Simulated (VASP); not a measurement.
## La4AgSb8Au3: single point with PBEsol

Crystal: La4AgSb8Au3.

```
CELL_PARAMETERS angstrom
4.40143 -4.40143 0.00000
4.40143 4.40143 0.00000
0.00000 0.00000 10.46599
ATOMIC_POSITIONS crystal
La 0.75142 0.25142 0.25366
La 0.24858 0.74858 0.25366
La 0.24858 0.25142 0.74634
La 0.75142 0.74858 0.74634
Au 0.00000 0.00000 0.00000
Au 0.50000 0.50000 0.00000
Au 0.00000 0.50000 0.00000
Ag 0.50000 0.00000 0.00000
Sb 0.74980 0.24980 0.82826
Sb 0.25020 0.75020 0.82826
Sb 0.25020 0.24980 0.17174
Sb 0.74980 0.75020 0.17174
Sb 0.00000 0.00000 0.50000
Sb 0.50000 0.50000 0.50000
Sb 0.00000 0.50000 0.50000
Sb 0.50000 0.00000 0.50000
```

| Quantity | Value |
| --- | --- |
| Program | VASP 6.6.1 |
| Task | single point |
| Functional | PBEsol |
| Potentials or basis | VASP PAW PBE potentials, release 64 (La, Au, Ag, Sb) |
| Cutoff | 520 eV |
| k mesh | 6 × 6 × 4 |
| Occupations | gaussian, width 0.1 eV |
| Spin | no spin polarisation |

The pressure is -0.1 GPa, the largest force is 0.004 eV/Å and the band gap on the k mesh is zero (band 64 reaches 9.23 eV, above the bottom of band 65 at 8.29 eV).

Forces in eV/Å, atoms in the order of the input:
```
La   0.002  0.000 -0.002
La  -0.002  0.000 -0.002
La   0.000  0.002  0.002
La   0.000 -0.002  0.002
Au   0.000  0.000  0.000
Au   0.000  0.000  0.000
Au   0.000  0.000  0.000
Ag   0.000  0.000  0.000
Sb   0.003  0.000  0.002
Sb  -0.003  0.000  0.002
Sb   0.000  0.003 -0.002
Sb   0.000 -0.003 -0.002
Sb   0.000  0.000  0.000
Sb   0.000  0.000  0.000
Sb   0.000  0.000  0.000
Sb   0.000  0.000  0.000
```

Levels at points of the mesh, in eV from the Fermi level:
```
           k point  band 62  band 63  band 64  band 65  band 66  band 67
(0.00, 0.00, 0.00)    -0.64     0.10     0.50     0.50     1.42     1.72
(0.50, 0.00, 0.00)    -0.78    -0.37    -0.28     0.55     0.56     1.41
(0.50, 0.50, 0.00)    -0.74    -0.74    -0.74    -0.39    -0.39    -0.37
(0.00, 0.00, 0.50)    -1.06    -0.07     0.55     0.55     1.05     1.79
(0.50, 0.00, 0.50)    -1.20    -0.66    -0.57     0.68     0.69     1.63
(0.50, 0.50, 0.50)    -0.55    -0.55    -0.48     0.17     0.17     0.18
```

It took 34 min on 1 thread of Intel(R) Xeon(R) Platinum 8175M CPU @ 2.50GHz (Skylake/Cascade Lake) (shared host), peak memory 0.84 GiB.

Caveat: the PAW data sets were made with another functional, which shifts forces and pressure a little; spin-orbit coupling is left out, which moves the levels of the heavy elements.
